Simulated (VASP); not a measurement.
Wanted: the native input for a VASP 6.6.1 run.

| Property | Result |
| --- | --- |
| Task | relaxation of cell and atoms |
| Functional | PBE |
| Potentials or basis | VASP PAW PBE potentials, release 64 (Si, C) |
| Cutoff | 600 eV |
| k mesh | 10 × 10 × 8 |
| Occupations | gaussian, width 0.02 eV |
| Spin | no spin polarisation |
| Dipole correction | no |
| Further INCAR settings | ALGO = Normal; EDIFF = 1e-06; IBRION = 2; EDIFFG = -0.01; NSW = 100; ISIF = 3 |

The structure of SiC3 lies in POSCAR:

```
SiC3
1.0
    2.8046559987      0.0000000000      0.0000000000
    0.0000000000      2.8046559987      0.0000000000
    0.0000000000      0.0000000000      4.1121382566
Si C
1 3
Direct
    0.0000000000      0.0000000000      0.5000000000
    0.5000000000      0.5000000000      0.0000000000
    0.5000000000      0.0000000000      0.7879809563
    0.0000000000      0.5000000000      0.2120190437
```

One way to write it, as run:

INCAR

```
SYSTEM = SiC3
PREC = Accurate
ENCUT = 600
EDIFF = 1E-6
ISMEAR = 0
SIGMA = 0.02
LREAL = .FALSE.
LASPH = .TRUE.
NELM = 100
ALGO = Normal
ISIF = 3
LWAVE = .FALSE.
LCHARG = .FALSE.
GGA = PE
IBRION = 2
NSW = 100
EDIFFG = -0.01
```

KPOINTS

```
regular mesh
0
G
  10 10 8
  0 0 0
```

Potentials or basis: VASP PAW PBE potentials, release 64 (Si, C).

Launch:

```bash
$ cat potpaw_PBE.64/Si/POTCAR potpaw_PBE.64/C/POTCAR > POTCAR
$ mpirun -np 1 vasp_std > vasp.out
```

Results of the run:

```
Relaxed volume                         : 8.07 Å³/atom
Relaxed cell                           : a = 2.802 Å, b = 2.802 Å, c = 4.110 Å, α = 90.00°, β = 90.00°, γ = 90.00°
Space group after relaxing (to 0.05 Å) : P-4m2 (No. 115)
Energy gained by relaxing              : 0.0 meV/atom
Ionic steps                            : 5
Pressure after relaxing                : 0.0 GPa
Largest force after relaxing           : 0.006 eV/Å
Band gap on the k mesh                 : 1.37 eV, indirect (least direct gap 1.79 eV)
```

Wall time 65 s on 1 thread of Intel Xeon 6975P-C (shared host), peak memory 0.18 GiB.
